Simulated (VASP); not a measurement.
A run of VASP 6.6.1:

The input INCAR:

```
SYSTEM = TaN
ALGO = Normal
EDIFF = 1E-6
ENCUT = 520
GGA = PS
ISIF = 2
ISMEAR = 0
LASPH = .TRUE.
LCHARG = .FALSE.
LREAL = .FALSE.
LWAVE = .FALSE.
NBANDS = 15
NELM = 100
PREC = Accurate
SIGMA = 0.15
```

Contents of KPOINTS:

```
k-points
0
G
  21 21 18
  0 0 0
```

POSCAR

```
TaN
1.0
    2.8020737111      0.0000000000      0.0000000000
   -1.4010368555      2.4266670171      0.0000000000
    0.0000000000      0.0000000000      2.7510037798
Ta N
1 1
Direct
    0.3333333333      0.6666666667      0.5000000000
    0.0000000000      0.0000000000      0.0000000000
```

Potentials or basis: VASP PAW PBE potentials, release 64 (Ta_pv, N).

Launch:

```sh
$ cat potpaw_PBE.64/Ta_pv/POTCAR potpaw_PBE.64/N/POTCAR > POTCAR
$ mpirun -np 1 vasp_std > vasp.out
```

Hardware: 1 thread of Intel(R) Xeon(R) Platinum 8259CL CPU @ 2.50GHz (Skylake/Cascade Lake), with other jobs on the host.

**Question.** How long does it take, and how much memory?

**Answer.** Run time: 60 s on 1 thread of Intel(R) Xeon(R) Platinum 8259CL CPU @ 2.50GHz (Skylake/Cascade Lake), on a shared host, peak memory 0.25 GiB. Counts: scf iterations 12, k points 480.
